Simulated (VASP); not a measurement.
Wanted: the native input for a VASP 6.6.1 run.

```
Task                   : single point
Functional             : r2SCAN
Potentials or basis    : VASP PAW PBE potentials, release 64 (B_h, N_h)
Cutoff                 : 1460 eV
k mesh                 : 12 × 12 × 12
Occupations            : gaussian, width 0.05 eV
Spin                   : no spin polarisation
Dipole correction      : no
Further INCAR settings : ALGO = Normal; EDIFF = 1e-06; NBANDS = 11
```

Crystal: BN.

```
B N
1.0
     0.00000    1.80480    1.80480
     1.80480    0.00000    1.80480
     1.80480    1.80480    0.00000
B N
1 1
Cartesian
  0.0000 0.0000 0.0000
  2.7072 2.7072 2.7072
```

These files were run (other wordings do the same):

POSCAR

```
BN
1.0
    0.0000000000      1.8048042025      1.8048042025
    1.8048042025      0.0000000000      1.8048042025
    1.8048042025      1.8048042025      0.0000000000
B N
1 1
Direct
    0.0000000000      0.0000000000      0.0000000000
    0.7500000000      0.7500000000      0.7500000000
```

INCAR.step1

```
PREC     = Accurate       # precision mode
ENCUT    = 1460           # plane-wave cutoff, eV
ISMEAR   = 0              # smearing method
SIGMA    = 0.05           # smearing width, eV
LREAL    = F              # projectors in reciprocal space
LASPH    = T              # aspherical terms in the spheres
NELM     = 120            # most SCF steps
NBANDS   = 11             # bands
GGA      = PE             # functional
ALGO     = Normal         # electronic algorithm
EDIFF    = 1E-5           # SCF threshold, eV
LWAVE    = T              # write WAVECAR
LCHARG   = F              # write CHGCAR
GGA_COMPAT= F
```

INCAR.step2

```
PREC     = Accurate       # precision mode
ENCUT    = 1460           # plane-wave cutoff, eV
EDIFF    = 1E-6           # SCF threshold, eV
ISMEAR   = 0              # smearing method
SIGMA    = 0.05           # smearing width, eV
LREAL    = F              # projectors in reciprocal space
LASPH    = T              # aspherical terms in the spheres
NELM     = 120            # most SCF steps
ALGO     = Normal         # electronic algorithm
ISIF     = 2              # what is computed and relaxed
LWAVE    = F              # write WAVECAR
LCHARG   = F              # write CHGCAR
METAGGA  = R2SCAN         # meta-GGA
LMIXTAU  = T            
NBANDS   = 11             # bands
ISTART   = 1            
GGA_COMPAT= F
```

KPOINTS

```
Automatic mesh
0
Gamma
  12 12 12
```

Potentials or basis: VASP PAW PBE potentials, release 64 (B_h, N_h).

Run with:

```sh
$ cat potpaw_PBE.64/B_h/POTCAR potpaw_PBE.64/N_h/POTCAR > POTCAR
$ cp INCAR.step1 INCAR
$ mpirun -np 1 vasp_std > vasp.out
$ cp INCAR.step2 INCAR
$ mpirun -np 1 vasp_std > vasp.out
```

Results of the run:

```
Pressure               : -0.4 GPa
Band gap on the k mesh : 5.00 eV (least direct gap 9.57 eV)
```

Caveat: the PAW data sets were made with another functional, which shifts forces and pressure a little.

Wall time 110 s on 1 thread of AMD EPYC 7R13 Processor (Zen 3), on a shared host, peak memory 0.17 GiB.
